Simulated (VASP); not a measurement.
The system is Cd4Se3S.

```xyz
8
Lattice="4.3365 0.0000 0.0000 0.0000 4.3365 0.0000 0.0000 0.0000 12.2326" Properties=species:S:1:pos:R:3 pbc="T T T"
Cd    2.1683    0.0000   10.8179
Cd    0.0000    2.1683    1.4147
Cd    2.1683    0.0000    4.5463
Cd    0.0000    2.1683    7.6863
Se    2.1683    2.1683    2.9795
Se    0.0000    0.0000    6.1163
Se    2.1683    2.1683    9.2531
S     0.0000    0.0000    0.0000
```

Base run:

```yaml
Program: VASP 6.6.1
Functional: PBE
Potentials_or_basis: VASP PAW PBE potentials, release 64 (Cd, Se, S)
Cutoff: 520 eV
k_mesh: 8 × 8 × 4
Occupations: gaussian, width 0.02 eV
Spin: no spin polarisation
```

Its results: band gap on the k mesh 0.59 eV; pressure 0.3 GPa; largest force 0.003 eV/Å.

Question: The run is repeated on the same cell with these changes: functional from PBE to PBEsol. What comes out?

Answer: Band gap on the k mesh 0.47 eV; pressure -2.3 GPa; largest force 0.010 eV/Å.

PBEsol binds more tightly than PBE, so the same cell stands under less pressure.

Caveats: the PAW data sets were made with another functional, which shifts forces and pressure a little (at least some runs).

